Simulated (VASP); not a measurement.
# PbF2 (Fm-3m) in VASP: notebook

Runs on PbF2. Level: r2SCAN. Tasks: single point.

Program: VASP 6.6.1. These are calculated values, not measurements. Logs are shortened: lines on timing, memory, paths and dates and some standing lists are left out, and cuts for length are marked.

**1. The cell of the first run**

It takes space group Fm-3m (No. 225, cubic). The conventional cell has a = 5.762 Å, b = 5.762 Å, c = 5.762 Å, α = 90.00°, β = 90.00°, γ = 90.00°. Pb (site symmetry m-3m) has 8 F at 2.49 Å within 3.3 Å. Within 3.3 Å of F (site symmetry -43m) lie 4 Pb at 2.49 Å and 6 F at 2.88 Å.

**2. Single point, r2SCAN (strain -0.030 along x and y, -0.030 along z)**

POSCAR

```
PbF2
1.0
    0.0000000000      2.8807545000      2.8807545000
    2.8807545000      0.0000000000      2.8807545000
    2.8807545000      2.8807545000      0.0000000000
Pb F
1 2
Direct
    0.0000000000      0.0000000000      0.0000000000
    0.2500000000      0.2500000000      0.2500000000
    0.7500000000      0.7500000000      0.7500000000
```

INCAR.step1

```
SYSTEM = PbF2
ALGO     = Normal         ! electronic algorithm
EDIFF    = 1E-4           ! SCF threshold, eV
ENCUT    = 520            ! plane-wave cutoff, eV
GGA      = PE             ! functional
ISMEAR   = 0              ! smearing method
LASPH    = .TRUE.         ! aspherical terms in the spheres
LCHARG   = .FALSE.        ! write CHGCAR
LREAL    = .FALSE.        ! projectors in reciprocal space
LWAVE    = .TRUE.         ! write WAVECAR
NBANDS   = 21             ! bands
NELM     = 80             ! most SCF steps
PREC     = Accurate       ! precision mode
SIGMA    = 0.05           ! smearing width, eV
```

INCAR.step2

```
SYSTEM = PbF2
ALGO     = Normal         ! electronic algorithm
EDIFF    = 1E-6           ! SCF threshold, eV
ENCUT    = 520            ! plane-wave cutoff, eV
ISIF     = 2              ! what is computed and relaxed
ISMEAR   = 0              ! smearing method
ISTART   = 1            
LASPH    = .TRUE.         ! aspherical terms in the spheres
LCHARG   = .TRUE.         ! write CHGCAR
LELF     = .TRUE.         ! ELF
LMIXTAU  = .TRUE.       
LREAL    = .FALSE.        ! projectors in reciprocal space
LVHAR    = .TRUE.       
LWAVE    = .FALSE.        ! write WAVECAR
METAGGA  = R2SCAN         ! meta-GGA
NBANDS   = 21             ! bands
NELM     = 80             ! most SCF steps
PREC     = Accurate       ! precision mode
SIGMA    = 0.05           ! smearing width, eV
```

KPOINTS

```
k-points
0
G
  8 8 8
  0 0 0
```

Potentials or basis: VASP PAW PBE potentials, release 64 (Pb_d, F).

The run is started by

```sh
$ cat potpaw_PBE.64/Pb_d/POTCAR potpaw_PBE.64/F/POTCAR > POTCAR
$ cp INCAR.step1 INCAR
$ mpirun -np 1 vasp_std > vasp.out
$ cp INCAR.step2 INCAR
$ mpirun -np 1 vasp_std > vasp.out
```

OUTCAR:

```text
SYSTEM = PbF2
   EDIFF = 1E-6
   ENCUT = 520
   ISIF = 2
   ISMEAR = 0
   ISTART = 1
   LASPH = .TRUE.
   LREAL = .FALSE.
   METAGGA = R2SCAN
   NELM = 80
   PREC = Accurate

 ion  position               nearest neighbor table
   1  0.000  0.000  0.000-   3 2.49   3 2.49   3 2.49   2 2.49   3 2.49   2 2.49   2 2.49   2 2.49

   2  0.250  0.250  0.250-   1 2.49   1 2.49   1 2.49   1 2.49
   3  0.750  0.750  0.750-   1 2.49   1 2.49   1 2.49   1 2.49

  LATTYP: Found a face centered cubic cell.
 ALAT       =     5.7615090000

  Lattice vectors:

 A1 = (   0.0000000000,   2.8807545000,   2.8807545000)
 A2 = (   2.8807545000,   0.0000000000,   2.8807545000)
 A3 = (   2.8807545000,   2.8807545000,   0.0000000000)

Analysis of symmetry for initial positions (statically):
=====================================================================
 Subroutine PRICEL returns:
 Original cell was already a primitive cell.

 Routine SETGRP: Setting up the symmetry group for a
 face centered cubic supercell.

 Subroutine GETGRP returns: Found 48 space group operations
[... 9 lines left out ...]

 Routine SETGRP: Setting up the symmetry group for a
 face centered cubic supercell.

 Subroutine GETGRP returns: Found 48 space group operations
[... 11 lines left out ...]
                                     Primitive cell

  volume of cell :      47.8133

  direct lattice vectors                    reciprocal lattice vectors
     0.000000000  2.880754500  2.880754500    -0.173565641  0.173565641  0.173565641
     2.880754500  0.000000000  2.880754500     0.173565641 -0.173565641  0.173565641
     2.880754500  2.880754500  0.000000000     0.173565641  0.173565641 -0.173565641

  length of vectors
     4.074002084  4.074002084  4.074002084     0.300624508  0.300624508  0.300624508

  position of ions in fractional coordinates (direct lattice)
     0.000000000  0.000000000  0.000000000
     0.250000000  0.250000000  0.250000000
     0.750000000  0.750000000  0.750000000

  ion indices of the primitive-cell ions
   primitive index   ion index
                 1           1
                 2           2
                 3           3

----------------------------------------------------------------------------------------

 KPOINTS: k-points

Automatic generation of k-mesh.
 Grid dimensions read from file:
[... 52 lines left out ...]
   ions per type =               1   2
   NGX,Y,Z   is equivalent  to a cutoff of  12.24, 12.24, 12.24 a.u.
   NGXF,Y,Z  is equivalent  to a cutoff of  24.48, 24.48, 24.48 a.u.
 SYSTEM =  PbF2
   PREC   = accura    normal or accurate (medium, high low for compatibility)
   ISTART =      1    job   : 0-new  1-cont  2-samecut
   ICHARG =      0    charge: 1-file 2-atom 10-const
   ISPIN  =      1    spin polarized calculation?
   LNONCOLLINEAR =      F non collinear calculations
   LSORBIT =      F    spin-orbit coupling
   LASPH  =      T    aspherical Exc in radial PAW
   ENCUT  =  520.0 eV  38.22 Ry    6.18 a.u.   7.57  7.57  7.57*2*pi/ulx,y,z
   NELM   =     80;   NELMIN=  2; NELMDL=  0     # of ELM steps
   EDIFF  = 0.1E-05   stopping-criterion for ELM
   LREAL  =      F    real-space projection
   EDIFFG = 0.1E-04   stopping-criterion for IOM
   NSW    =      0    number of steps for IOM
   IBRION =     -1    ionic relax: 0-MD 1-quasi-New 2-CG
   NFREE  =      0    steps in history (QN), initial steepest desc. (CG)
   ISIF   =      2    stress and relaxation
   ISYM   =      2    0-nonsym 1-usesym 2-fastsym
   POTIM  = 0.5000    time-step for ionic-motion
   TEBEG  =    0.0;   TEEND  =   0.0 temperature during run
   PSTRESS=    0.0 pullay stress
   NELECT =      28.0000    total number of electrons
   NUPDOWN=      -1.0000    fix difference up-down
   EMIN   =  10.00;   EMAX   =-10.00  energy-range for DOS
   EFERMI =   0.00;   METHOD = LEGACY
   ISMEAR =     0;   SIGMA  =   0.05  broadening in eV -4-tet -1-fermi 0-gaus
   EFERMI_NEDOS =   21; number of points for ismear=-14 and -15
   IALGO  =     38    algorithm
   IMIX   =      4    mixing-type and parameters
     AMIX     =   0.40;   BMIX     =  1.00
     AMIX_MAG =   1.60;   BMIX_MAG =  1.00
  volume/ion in A,a.u.               =      15.94       107.55
  Fermi-wavevector in a.u.,A,eV,Ry     =   1.369655  2.588273 25.523923  1.875955
  Thomas-Fermi vector in A             =   2.495511
   LORBIT       =      0    0 simple, 1 ext, 2 COOP (PROOUT), +10 PAW based schemes
   METAGGA = R2SCAN    functional components
   LHFCALC =     F    Hartree Fock is set to
   AEXX    =    0.0000 exact exchange contribution
   IVDW    =     0    specifies the selected vdW correction
   LEPSILON=     F    determine dielectric tensor
   LRPA    =     F    only Hartree local field effects (RPA)
 non-spin polarized calculation
 Gauss-broadening in eV      SIGMA  =   0.05
  energy-cutoff  :      520.00
  volume of cell :       47.81
 maximum number of plane-waves:      1308
   NGX = 15   NGY = 15   NGZ = 15

 number of electron      27.9999981 magnetization

 Free energy of the ion-electron system (eV)
  ---------------------------------------------------
  ext. energy  EPLUGINS =         0.00000000
  ---------------------------------------------------
  free energy    TOTEN  =       -70.06425178 eV

  energy without entropy =      -70.06425178  energy(sigma->0) =      -70.06425178

 E-fermi :   2.8803     XC(G=0): -10.4765

 val. band max:        2.6646073596   @ k =  -0.2500   0.5000   0.2500
 cond. band min:       7.5471977469   @ k =   0.5000   0.5000   0.0000
 fundamental gap:      4.8825903874
 Fermi energy:         2.8803166232

 k-point     1 :       0.0000    0.0000    0.0000
  band No.  band energies     occupation
      1     -20.5185      2.00000
      2     -19.7711      2.00000
      3     -12.3846      2.00000
      4     -12.3846      2.00000
      5     -12.3846      2.00000
      6     -12.2891      2.00000
[... 565 lines left out ...]
     20      20.0346      0.00000
     21      20.2163      0.00000

 [... further k-points ...]
[... 5 lines left out ...]
  --------------------------------------------------------------------------------------
  -------------------------------------------------------------------------------------
  Total        2.2969755      2.2969755      2.2969755      0.0000000      0.0000000     -0.0000000
  in kB       76.9694195     76.9694195     76.9694195      0.0000000      0.0000000     -0.0000000
  external PRESSURE =      76.9694195 kB  Pullay stress =       0.0000000 kB

 VOLUME and BASIS-vectors are now :
 -----------------------------------------------------------------------------
  energy-cutoff  :      520.00
  volume of cell :       47.81
      direct lattice vectors                 reciprocal lattice vectors
     0.000000000  2.880754500  2.880754500    -0.173565641  0.173565641  0.173565641
     2.880754500  0.000000000  2.880754500     0.173565641 -0.173565641  0.173565641
     2.880754500  2.880754500  0.000000000     0.173565641  0.173565641 -0.173565641

 POSITION                                       TOTAL-FORCE (eV/Angst)
 -----------------------------------------------------------------------------------
      0.00000      0.00000      0.00000         0.000000      0.000000     -0.000000
      1.44038      1.44038      1.44038        -0.000000     -0.000000     -0.000000
      4.32113      4.32113      4.32113         0.000000      0.000000      0.000000
 -----------------------------------------------------------------------------------
    total drift:                                0.000000     -0.000000      0.000000

  FREE ENERGIE OF THE ION-ELECTRON SYSTEM (eV)
  ---------------------------------------------------
  free  energy   TOTEN  =       -70.0642517807 eV

  energy  without entropy=      -70.0642517807  energy(sigma->0) =      -70.06425178
```

OUTCAR.step1:

```text
SYSTEM = PbF2
   EDIFF = 1E-4
   ENCUT = 520
   GGA = PE
   ISMEAR = 0
   LASPH = .TRUE.
   LREAL = .FALSE.
   NELM = 80
[... 799 lines left out ...]
      0.00000      0.00000      0.00000        -0.000000      0.000000      0.000000
      1.44038      1.44038      1.44038         0.000000      0.000000      0.000000
      4.32113      4.32113      4.32113        -0.000000     -0.000000     -0.000000
 -----------------------------------------------------------------------------------
    total drift:                                0.000000     -0.000000      0.000000

  FREE ENERGIE OF THE ION-ELECTRON SYSTEM (eV)
  ---------------------------------------------------
  free  energy   TOTEN  =       -14.1597160724 eV

  energy  without entropy=      -14.1597160724  energy(sigma->0) =      -14.15971607
```

It took 52 s on 1 thread of Intel Xeon 6975P-C (Granite Rapids), shared host; peak memory 0.18 GiB.

What came out:

* Free energy: -70.0643 eV
* Pressure: 7.7 GPa
* Band gap on the k mesh: 4.88 eV, indirect (least direct gap 5.04 eV)

Caveat: the cell differs from its parent crystal (strain -0.030 along x and y, -0.030 along z); the PAW data sets were made with another functional, which shifts forces and pressure a little; spin-orbit coupling is left out, which moves the levels of the heavy elements. A k mesh can miss the band edges.

(Continued in part 2 of 2.)
